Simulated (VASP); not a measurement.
# CaCuBr (P4/nmm) in VASP: further runs

CaCuBr is run at these levels: revPBE; tasks: single point, relaxation of cell and atoms.

Everything below comes from runs of VASP 6.6.1. Logs are shortened: lines on timing, memory, paths and dates and some standing lists are left out, and cuts for length are marked.

### Step 1. The cell of the first run

It takes space group P4/nmm (No. 129, tetragonal). Conventional cell: a = 3.683 Å, b = 3.683 Å, c = 13.730 Å, α = 90.00°, β = 90.00°, γ = 90.00°. Ca (site symmetry 4mm) has 4 Br at 3.03 Å and 4 Cu at 3.06 Å and 4 Ca at 3.68 Å within 4.0 Å. Cu (site symmetry -4m2) has 4 Cu at 2.60 Å and 4 Ca at 3.06 Å within 3.4 Å. Br (site symmetry 4mm) has 4 Ca at 3.03 Å and 4 Br at 3.68 Å within 4.0 Å.

### Step 2. Single point, revPBE

The input, INCAR:

```
SYSTEM = CaCuBr
ALGO     = Normal         ! electronic algorithm
EDIFF    = 1E-7           ! SCF threshold, eV
ENCUT    = 520            ! plane-wave cutoff, eV
GGA      = RE             ! functional
ISIF     = 2              ! what is computed and relaxed
ISMEAR   = -1             ! smearing method
LASPH    = .True.         ! aspherical terms in the spheres
LCHARG   = .False.        ! write CHGCAR
LREAL    = .False.        ! projectors in reciprocal space
LWAVE    = .False.        ! write WAVECAR
NBANDS   = 37             ! bands
NELM     = 80             ! most SCF steps
PREC     = Accurate       ! precision mode
SIGMA    = 0.0125         ! smearing width, eV
```

The input, KPOINTS:

```
k-points
0
Gamma
  5 5 3
  0 0 0
```

The input, POSCAR:

```
CaCuBr
1.0
    3.6832478607      0.0000000000      0.0000000000
    0.0000000000      3.6832478607      0.0000000000
    0.0000000000      0.0000000000     13.7298543665
Ca Cu Br
2 2 2
Direct
    0.0000000000      0.5000000000      0.1780664548
    0.5000000000      0.0000000000      0.8219335452
    0.0000000000      0.0000000000      0.0000000000
    0.5000000000      0.5000000000      0.0000000000
    0.0000000000      0.5000000000      0.7089039939
    0.5000000000      0.0000000000      0.2910960061
```

Potentials or basis: VASP PAW PBE potentials, release 64 (Ca_sv, Cu, Br).

The run is started by

```
$ cat potpaw_PBE.64/Ca_sv/POTCAR potpaw_PBE.64/Cu/POTCAR potpaw_PBE.64/Br/POTCAR > POTCAR
$ mpirun -np 1 vasp_std > vasp.out
```

OUTCAR:

```text
SYSTEM = CaCuBr
   EDIFF = 1E-7
   ENCUT = 520
   GGA = RE
   ISIF = 2
   ISMEAR = -1
   LASPH = .True.
   LREAL = .False.
   NELM = 80
   PREC = Accurate

 ion  position               nearest neighbor table
   1  0.000  0.500  0.178-
   2  0.500  0.000  0.822-
   3  0.000  0.000  0.000-   4 2.60   4 2.60   4 2.60   4 2.60
   4  0.500  0.500  0.000-   3 2.60   3 2.60   3 2.60   3 2.60
   5  0.000  0.500  0.709-
   6  0.500  0.000  0.291-

  LATTYP: Found a simple tetragonal cell.
 ALAT       =     3.6832478607
 C/A-ratio  =     3.7276487724

  Lattice vectors:

 A1 = (   3.6832478607,   0.0000000000,   0.0000000000)
 A2 = (   0.0000000000,   3.6832478607,   0.0000000000)
 A3 = (   0.0000000000,   0.0000000000,  13.7298543665)

Analysis of symmetry for initial positions (statically):
=====================================================================
 Subroutine PRICEL returns:
 Original cell was already a primitive cell.

 Routine SETGRP: Setting up the symmetry group for a
 simple tetragonal supercell.

 Subroutine GETGRP returns: Found 16 space group operations
 (whereof  8 operations were pure point group operations)
 out of a pool of 16 trial point group operations.

The static configuration has the point symmetry D_2d.
 The point group associated with its full space group is D_4h.

Analysis of symmetry for dynamics (positions and initial velocities):
=====================================================================
 Subroutine PRICEL returns:
 Original cell was already a primitive cell.

 Routine SETGRP: Setting up the symmetry group for a
 simple tetragonal supercell.

 Subroutine GETGRP returns: Found 16 space group operations
 (whereof  8 operations were pure point group operations)
 out of a pool of 16 trial point group operations.

The dynamic configuration has the point symmetry D_2d.
 The point group associated with its full space group is D_4h.

 Subroutine INISYM returns: Found 16 space group operations
 (whereof  8 operations are pure point group operations),
 and found     1 'primitive' translations

----------------------------------------------------------------------------------------

                                     Primitive cell

  volume of cell :     186.2635

  direct lattice vectors                    reciprocal lattice vectors
     3.683247861  0.000000000  0.000000000     0.271499513  0.000000000  0.000000000
     0.000000000  3.683247861  0.000000000     0.000000000  0.271499513  0.000000000
     0.000000000  0.000000000 13.729854366     0.000000000  0.000000000  0.072833984

  length of vectors
     3.683247861  3.683247861 13.729854366     0.271499513  0.271499513  0.072833984

  position of ions in fractional coordinates (direct lattice)
     0.000000000  0.500000000  0.178066455
     0.500000000  0.000000000  0.821933545
     0.000000000  0.000000000  0.000000000
     0.500000000  0.500000000  0.000000000
     0.000000000  0.500000000  0.708903994
     0.500000000  0.000000000  0.291096006

  ion indices of the primitive-cell ions
   primitive index   ion index
                 1           1
                 2           2
                 3           3
                 4           4
                 5           5
                 6           6

----------------------------------------------------------------------------------------

 KPOINTS: k-points

Automatic generation of k-mesh.
 Grid dimensions read from file:
 generate k-points for:    5    5    3

 Generating k-lattice:

  Cartesian coordinates                     Fractional coordinates (reciprocal lattice)
     0.054299903  0.000000000  0.000000000     0.200000000  0.000000000  0.000000000
     0.000000000  0.054299903  0.000000000     0.000000000  0.200000000  0.000000000
     0.000000000  0.000000000  0.024277995     0.000000000  0.000000000  0.333333333

  Length of vectors
     0.054299903  0.054299903  0.024277995

  Shift w.r.t. Gamma in fractional coordinates (k-lattice)
     0.000000000  0.000000000  0.000000000

 Subroutine IBZKPT returns following result:
 ===========================================

 Found     12 irreducible k-points:

 Following reciprocal coordinates:
            Coordinates               Weight
  0.000000  0.000000  0.000000      1.000000
  0.200000  0.000000  0.000000      4.000000
  0.400000  0.000000  0.000000      4.000000
  0.200000  0.200000  0.000000      4.000000
  0.400000  0.200000  0.000000      8.000000
  0.400000  0.400000  0.000000      4.000000
  0.000000  0.000000  0.333333      2.000000
  0.200000  0.000000  0.333333      8.000000
  0.400000  0.000000  0.333333      8.000000
  0.200000  0.200000  0.333333      8.000000
  0.400000  0.200000  0.333333     16.000000
  0.400000  0.400000  0.333333      8.000000
   k-points           NKPTS =     12   k-points in BZ     NKDIM =     12   number of bands    NBANDS=     37
   number of dos      NEDOS =    301   number of ions     NIONS =      6
   total plane-waves  NPLWV =  84672
   dimension x,y,z NGX =    28 NGY =   28 NGZ =  108
   dimension x,y,z NGXF=    56 NGYF=   56 NGZF=  216
   ions per type =               2   2   2
   NGX,Y,Z   is equivalent  to a cutoff of  12.64, 12.64, 13.08 a.u.
   NGXF,Y,Z  is equivalent  to a cutoff of  25.28, 25.28, 26.15 a.u.
 SYSTEM =  CaCuBr
   PREC   = accura    normal or accurate (medium, high low for compatibility)
   ISTART =      0    job   : 0-new  1-cont  2-samecut
   ICHARG =      2    charge: 1-file 2-atom 10-const
   ISPIN  =      1    spin polarized calculation?
   LNONCOLLINEAR =      F non collinear calculations
   LSORBIT =      F    spin-orbit coupling
   LASPH  =      T    aspherical Exc in radial PAW
   ENCUT  =  520.0 eV  38.22 Ry    6.18 a.u.   6.85  6.85 25.53*2*pi/ulx,y,z
   NELM   =     80;   NELMIN=  2; NELMDL= -5     # of ELM steps
   EDIFF  = 0.1E-06   stopping-criterion for ELM
   LREAL  =      F    real-space projection
   EDIFFG = 0.1E-05   stopping-criterion for IOM
   NSW    =      0    number of steps for IOM
   IBRION =     -1    ionic relax: 0-MD 1-quasi-New 2-CG
   NFREE  =      0    steps in history (QN), initial steepest desc. (CG)
   ISIF   =      2    stress and relaxation
   ISYM   =      2    0-nonsym 1-usesym 2-fastsym
   POTIM  = 0.5000    time-step for ionic-motion
   TEBEG  =    0.0;   TEEND  =   0.0 temperature during run
   PSTRESS=    0.0 pullay stress
   NELECT =      56.0000    total number of electrons
   NUPDOWN=      -1.0000    fix difference up-down
   EMIN   =  10.00;   EMAX   =-10.00  energy-range for DOS
   EFERMI =   0.00;   METHOD = LEGACY
   ISMEAR =    -1;   SIGMA  =   0.01  broadening in eV -4-tet -1-fermi 0-gaus
   EFERMI_NEDOS =   21; number of points for ismear=-14 and -15
   IALGO  =     38    algorithm
   IMIX   =      4    mixing-type and parameters
     AMIX     =   0.40;   BMIX     =  1.00
     AMIX_MAG =   1.60;   BMIX_MAG =  1.00
  volume/ion in A,a.u.               =      31.04       209.49
  Fermi-wavevector in a.u.,A,eV,Ry     =   1.096718  2.072496 16.364951  1.202790
  Thomas-Fermi vector in A             =   2.233065
   LORBIT       =      0    0 simple, 1 ext, 2 COOP (PROOUT), +10 PAW based schemes
   GGA     = RE    functional components
   LHFCALC =     F    Hartree Fock is set to
   AEXX    =    0.0000 exact exchange contribution
   IVDW    =     0    specifies the selected vdW correction
   LEPSILON=     F    determine dielectric tensor
   LRPA    =     F    only Hartree local field effects (RPA)
 non-spin polarized calculation
  energy-cutoff  :      520.00
  volume of cell :      186.26
 maximum number of plane-waves:      5035
 NGX is ok and might be reduce to    28
   NGX = 13   NGY = 13   NGZ = 51

 number of electron      56.0000016 magnetization

 Free energy of the ion-electron system (eV)
  ---------------------------------------------------
  ext. energy  EPLUGINS =         0.00000000
  ---------------------------------------------------
  free energy    TOTEN  =       -18.54746104 eV

  energy without entropy =      -18.54745387  energy(sigma->0) =      -18.54745746

 E-fermi :   2.5684     XC(G=0):  -7.5938

 val. band max:        2.4517780264   @ k =   0.4000   0.4000   0.0000
 cond. band min:       2.6814117049   @ k =   0.4000   0.0000   0.0000
 fundamental gap:      0.2296336785
 Fermi energy:         2.5683769291

 k-point     1 :       0.0000    0.0000    0.0000
  band No.  band energies     occupation
      1     -39.7381      2.00000
      2     -39.7380      2.00000
      3     -20.6768      2.00000
      4     -20.6768      2.00000
      5     -20.6768      2.00000
      6     -20.6768      2.00000
[... 29 lines left out ...]
     36       5.7972      0.00000
     37       6.0638      0.00000

 k-point     2 :       0.2000    0.0000    0.0000
  band No.  band energies     occupation
      1     -39.7345      2.00000
      2     -39.7344      2.00000
      3     -20.7334      2.00000
      4     -20.7333      2.00000
      5     -20.6718      2.00000
      6     -20.6718      2.00000
[... 29 lines left out ...]
     36       5.6707      0.00000
     37       6.1983      0.00000

 k-point     3 :       0.4000    0.0000    0.0000
  band No.  band energies     occupation
      1     -39.7285      2.00000
      2     -39.7285      2.00000
      3     -20.8212      2.00000
      4     -20.8212      2.00000
      5     -20.6638      2.00000
      6     -20.6638      2.00000
[... 29 lines left out ...]
     36       5.6865      0.00000
     37       5.8195      0.00000
[... 281 lines left out ...]
 k-point    11 :       0.4000    0.2000    0.3333
  band No.  band energies     occupation
      1     -39.7250      2.00000
      2     -39.7250      2.00000
      3     -20.8097      2.00000
      4     -20.8096      2.00000
      5     -20.7127      2.00000
      6     -20.7126      2.00000
[... 29 lines left out ...]
     36       5.7249      0.00000
     37       6.1944      0.00000

 k-point    12 :       0.4000    0.4000    0.3333
  band No.  band energies     occupation
      1     -39.7193      2.00000
      2     -39.7193      2.00000
      3     -20.7931      2.00000
      4     -20.7922      2.00000
      5     -20.7891      2.00000
      6     -20.7883      2.00000
[... 29 lines left out ...]
     36       5.8985      0.00000
     37       6.2436      0.00000

------------------------ aborting loop because EDIFF is reached ----------------------------------------

  FORCE on cell =-STRESS in cart. coord.  units (eV):
  Direction    XX          YY          ZZ          XY          YZ          ZX
  --------------------------------------------------------------------------------------
  -------------------------------------------------------------------------------------
  Total        0.1299517      0.1299517      0.0987977      0.0000000      0.0000000      0.0000000
  in kB        1.1178018      1.1178018      0.8498248      0.0000000      0.0000000      0.0000000
  external PRESSURE =       1.0284761 kB  Pullay stress =       0.0000000 kB

 VOLUME and BASIS-vectors are now :
 -----------------------------------------------------------------------------
  energy-cutoff  :      520.00
  volume of cell :      186.26
      direct lattice vectors                 reciprocal lattice vectors
     3.683247861  0.000000000  0.000000000     0.271499513  0.000000000  0.000000000
     0.000000000  3.683247861  0.000000000     0.000000000  0.271499513  0.000000000
     0.000000000  0.000000000 13.729854366     0.000000000  0.000000000  0.072833984

 POSITION                                       TOTAL-FORCE (eV/Angst)
 -----------------------------------------------------------------------------------
      0.00000      1.84162      2.44483         0.000000      0.000000      0.008016
      1.84162      0.00000     11.28503         0.000000     -0.000000     -0.008016
      0.00000      0.00000      0.00000         0.000000     -0.000000      0.000000
      1.84162      1.84162      0.00000         0.000000      0.000000      0.000000
      0.00000      1.84162      9.73315         0.000000     -0.000000     -0.015219
      1.84162      0.00000      3.99671         0.000000     -0.000000      0.015219
 -----------------------------------------------------------------------------------
    total drift:                                0.000000      0.000000     -0.000000

  FREE ENERGIE OF THE ION-ELECTRON SYSTEM (eV)
  ---------------------------------------------------
  free  energy   TOTEN  =       -18.5474610449 eV

  energy  without entropy=      -18.5474538723  energy(sigma->0) =      -18.54745746
```

Run time: 4 min. Hardware: 1 thread of AMD EPYC 7R13, shared host; peak memory 0.28 GiB.

Results:

```yaml
Free_energy: -18.5475 eV
Pressure: 0.1 GPa
Largest_force: 0.015 eV/Å
Band_gap_on_the_k_mesh: 0.23 eV (least direct gap 0.63 eV)
```

Forces in eV/Å, atoms in the order of the input:
```
Ca   0.000  0.000  0.008
Ca   0.000  0.000 -0.008
Cu   0.000  0.000  0.000
Cu   0.000  0.000  0.000
Br   0.000  0.000 -0.015
Br   0.000  0.000  0.015
```

Caveat: the PAW data sets were made with another functional, which shifts forces and pressure a little; an odd mesh through Γ misses points on the zone boundary, where band edges can lie.

### Step 3. Relaxation of cell and atoms, revPBE

This run uses another cell than the first one, of 22.14 Å³/atom.

The input, INCAR:

```
SYSTEM = CaCuBr
PREC = Accurate
ENCUT = 600
EDIFF = 1E-6
ISMEAR = -1
SIGMA = 0.0125
LREAL = .FALSE.
LASPH = .TRUE.
NELM = 100
ALGO = Normal
ISIF = 3
LWAVE = .FALSE.
LCHARG = .FALSE.
GGA = RE
IBRION = 2
NSW = 60
EDIFFG = -0.01
```

The input, KPOINTS:

```
Automatic mesh
0
G
  5 5 3
  0 0 0
```

The input, POSCAR:

```
CaCuBr
1.0
    4.0161540000      0.0000000000      0.0000000000
    0.0000000000      4.0161540000      0.0000000000
    0.0000000000      0.0000000000      8.2353020000
Ca Cu Br
2 2 2
Direct
    0.0000000000      0.5000000000      0.1400000000
    0.5000000000      0.0000000000      0.8600000000
    0.0000000000      0.0000000000      0.0000000000
    0.5000000000      0.5000000000      0.0000000000
    0.0000000000      0.5000000000      0.6700000000
    0.5000000000      0.0000000000      0.3300000000
```

Potentials or basis: VASP PAW PBE potentials, release 64 (Ca_sv, Cu, Br).

The run is started by

```
$ cat potpaw_PBE.64/Ca_sv/POTCAR potpaw_PBE.64/Cu/POTCAR potpaw_PBE.64/Br/POTCAR > POTCAR
$ mpirun -np 1 vasp_std > vasp.out
```

Wall time 45 min (1 thread of AMD EPYC 7R13, shared host); peak memory 0.28 GiB.

The run converged. Its results:

```yaml
Free_energy: -18.5002 eV
Relaxed_volume: 27.56 Å³/atom
Relaxed_cell: a = 3.693 Å, b = 3.693 Å, c = 12.126 Å, α = 90.00°, β = 90.00°, γ = 90.00°
Space_group_after_relaxing_to_0.1_Å: P4/nmm (No. 129)
Energy_gained_by_relaxing: 1231.6 meV/atom
Ionic_steps: 32
Pressure_after_relaxing: 0.0 GPa
Largest_force_after_relaxing: 0.009 eV/Å
Band_gap_on_the_k_mesh: 0.21 eV (least direct gap 0.60 eV)
```

Forces on the atoms (eV/Å):
```
Ca   0.000  0.000 -0.009
Ca   0.000  0.000  0.009
Cu   0.000  0.000  0.000
Cu   0.000  0.000  0.000
Br   0.000  0.000 -0.002
Br   0.000  0.000  0.002
```

The path:
```
step  energy change (eV)  largest force (eV/Å)  pressure (GPa)  volume (Å³)
   1              0.0000                7.4199           23.12       132.83
   2             -5.3399                1.0464           -2.46       204.15
   3             -5.3624                1.4094           -1.55       195.67
   4             -5.7898                1.1699           -1.59       189.44
   5             -6.6585                0.2532           -0.65       170.28
   6             -6.7078                0.5934            0.38       162.43
   7             -6.7170                0.4995           -0.13       165.00
   8             -6.8273                0.4677            0.31       162.81
   9             -7.1796                0.6075            1.64       155.16
  10             -5.9806                0.5598            8.36       135.76
  11             -7.2993                0.3862            2.11       151.85
  12             -7.3030                0.3141            2.49       150.21
  13             -7.3453                0.1030            1.10       154.22
  14             -7.3454                0.1084            1.16       154.02
  15             -7.3666                0.0562            0.64       156.05
  16             -7.3752                0.0570            0.09       158.44
  17             -7.3758                0.0580            0.07       158.72
  18             -7.3767                0.0588           -0.07       159.56
  19             -7.3772                0.0537           -0.03       159.58
  20             -7.3787                0.0625            0.03       159.64
  21             -7.3807                0.0806            0.19       159.75
  22             -7.3809                0.1177            0.51       159.98
  23             -7.3814                0.1024            0.37       159.89
  24             -7.3817                0.1006            0.40       159.98
  25             -7.3824                0.0972            0.33       160.26
  26             -7.3838                0.0907            0.32       160.83
  27             -7.3859                0.0777            0.24       161.96
  28             -7.3883                0.0515            0.11       164.24
  29             -7.3885                0.0488            0.05       165.32
  30             -7.3890                0.0336            0.01       165.44
  31             -7.3894                0.0165           -0.08       165.66
  32             -7.3895                0.0095           -0.02       165.39
```

Final structure:
```xyz
6
Lattice="3.6932 0.0000 0.0000 0.0000 3.6932 0.0000 0.0000 0.0000 12.1256" Properties=species:S:1:pos:R:3 pbc="T T T"
Ca    0.0000    1.8466    2.4447
Ca    1.8466    0.0000    9.6810
Cu    0.0000    0.0000    0.0000
Cu    1.8466    1.8466    0.0000
Br    0.0000    1.8466    8.1383
Br    1.8466    0.0000    3.9873
```

Levels at points of the mesh, in eV from the valence-band top:
```csv
k point,band 25,band 26,band 27,band 28,band 29,band 30,band 31,band 32
"(0.00, 0.00, 0.00)",-2.19,-1.77,-1.41,-1.00,0.62,0.78,1.66,2.38
```

Caveat: the volume moved by over 15 % at a fixed basis, so the end points are rough; the PAW data sets were made with another functional, which shifts forces and pressure a little; an odd mesh through Γ misses points on the zone boundary, where band edges can lie.
